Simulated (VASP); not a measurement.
Mg3ZnS4: single point with r2SCAN

The system is Mg3ZnS4.

```
Mg Zn S
1.0
     5.63491    0.00000    0.00000
     0.00000    5.63491    0.00000
     0.00000    0.00000    5.63491
Mg Zn S
3 1 4
Direct
  0.50000 0.00000 0.50000
  0.50000 0.50000 0.00000
  0.00000 0.50000 0.50000
  0.00000 0.00000 0.00000
  0.24410 0.75590 0.75590
  0.24410 0.24410 0.24410
  0.75590 0.75590 0.24410
  0.75590 0.24410 0.75590
```

| Property | Result |
| --- | --- |
| Program | VASP 6.6.1 |
| Task | single point |
| Functional | r2SCAN |
| Potentials or basis | VASP PAW PBE potentials, release 64 (Mg, Zn, S) |
| Cutoff | 520 eV |
| k mesh | 4 × 4 × 4 |
| Occupations | gaussian, width 0.02 eV |
| Spin | no spin polarisation |
| Dipole correction | no |
| Further INCAR settings | ALGO = Normal; EDIFF = 1e-06; NBANDS = 31 |

```yaml
Pressure: -1.5 GPa
Largest_force: 0.023 eV/Å
Band_gap_on_the_k_mesh: 3.48 eV, direct
```

Forces in eV/Å, atoms in the order of the input:
```
Mg   0.000  0.000  0.000
Mg   0.000  0.000  0.000
Mg   0.000  0.000  0.000
Zn   0.000  0.000  0.000
S   -0.013  0.013  0.013
S   -0.013 -0.013 -0.013
S    0.013  0.013 -0.013
S    0.013 -0.013  0.013
```

Levels at points of the mesh, in eV from the valence-band top:
| k point | band 19 | band 20 | band 21 | band 22 | band 23 | band 24 |
| --- | --- | --- | --- | --- | --- | --- |
| (0.00, 0.00, 0.00) | 0.00 | 0.00 | 0.00 | 3.48 | 4.19 | 4.19 |
| (0.50, 0.00, 0.00) | -0.87 | -0.55 | -0.55 | 5.38 | 5.42 | 5.98 |
| (0.50, 0.50, 0.00) | -0.46 | -0.46 | -0.46 | 5.72 | 6.42 | 6.84 |
| (0.50, 0.50, 0.50) | -0.40 | -0.40 | -0.40 | 4.06 | 5.64 | 5.64 |

Wall time 89 s on 1 thread of Intel(R) Xeon(R) 6975P-C (Granite Rapids) (shared host), peak memory 0.31 GiB.

Caveat: the PAW data sets were made with another functional, which shifts forces and pressure a little. r2SCAN opens gaps a little over a GGA but as a rule still falls short of measured ones.
